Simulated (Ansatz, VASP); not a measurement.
**C in VASP and in Ansatz**

POSCAR

```
C
1.0
    2.5279810963      0.0000000000      0.0000000000
   -1.2639905482      2.1892958497      0.0000000000
    0.0000000000      0.0000000000      4.2101479103
C
4
Direct
    0.3333333333      0.6666666667      0.0002313166
    0.6666666667      0.3333333333      0.5002313166
    0.3333333333      0.6666666667      0.3747686834
    0.6666666667      0.3333333333      0.8747686834
```

The input INCAR.step1:

```
  PREC = Accurate
  ENCUT = 520
  ISMEAR = 0
  SIGMA = 0.01
  LREAL = False
  LASPH = True
  NELM = 60
  NBANDS = 16
  GGA = PE
  ALGO = Normal
  EDIFF = 1E-4
  LWAVE = True
  LCHARG = False
```

File INCAR.step2:

```
  PREC = Accurate
  ENCUT = 520
  EDIFF = 1E-6
  ISMEAR = 0
  SIGMA = 0.01
  LREAL = False
  LASPH = True
  NELM = 60
  ALGO = Normal
  ISIF = 2
  LWAVE = False
  LCHARG = False
  METAGGA = R2SCAN
  LMIXTAU = True
  NBANDS = 16
  ISTART = 1
```

Contents of KPOINTS:

```
Automatic mesh
0
Gamma
  9 9 6
```

Input for Ansatz:

```yaml
crystal:
  lattice:
    - [2.5279810963, 0.0, 0.0]
    - [-1.2639905482, 2.1892958497, 0.0]
    - [0.0, 0.0, 4.2101479103]
  atoms:
    - { symbol: C, position: [0.3333333333, 0.6666666667, 0.0002313166] }
    - { symbol: C, position: [0.6666666667, 0.3333333333, 0.5002313166] }
    - { symbol: C, position: [0.3333333333, 0.6666666667, 0.3747686834] }
    - { symbol: C, position: [0.6666666667, 0.3333333333, 0.8747686834] }
kpoints:
  mp_grid: { grid: [9, 9, 6] }
hamiltonian:
  xc: r2scan
scf:
  occupations: { method: fixed }
  n_extra_bands: 5
output:
  forces: true
  stress: true
  eigenvalues: true
```

Alike in both runs: task single point; functional r2SCAN; k mesh 9 × 9 × 6; no spin polarisation.

|  | VASP | Ansatz |
| --- | --- | --- |
| version | VASP 6.6.1 | Ansatz 0.2.0 |
| potentials or method | VASP PAW PBE potentials, release 64 (C) | plane waves, PAW |
| plane-wave cutoff (eV) | 520 | 500 |
| occupations | gaussian, width 0.01 eV | fixed |
| valence electrons in the cell | 16 | 16 |

|  | VASP | Ansatz | Ansatz less VASP |
| --- | --- | --- | --- |
| gap on the k mesh at the Fermi level (eV) | 3.66 | 3.69 | +0.032 |
| pressure (GPa) | -11.6 | -12.6 | -1.00 |
| traceless stress, the component that is largest in VASP (GPa) | -0.17 | -0.14 | +0.032 |
| rms of the force components (eV/Å) | 0.015 | 0.020 | +0.0049 |

VASP's potentials were made for PBE, not for r2SCAN. Atom by atom the forces differ by 0.005 eV/Å (rms over components).
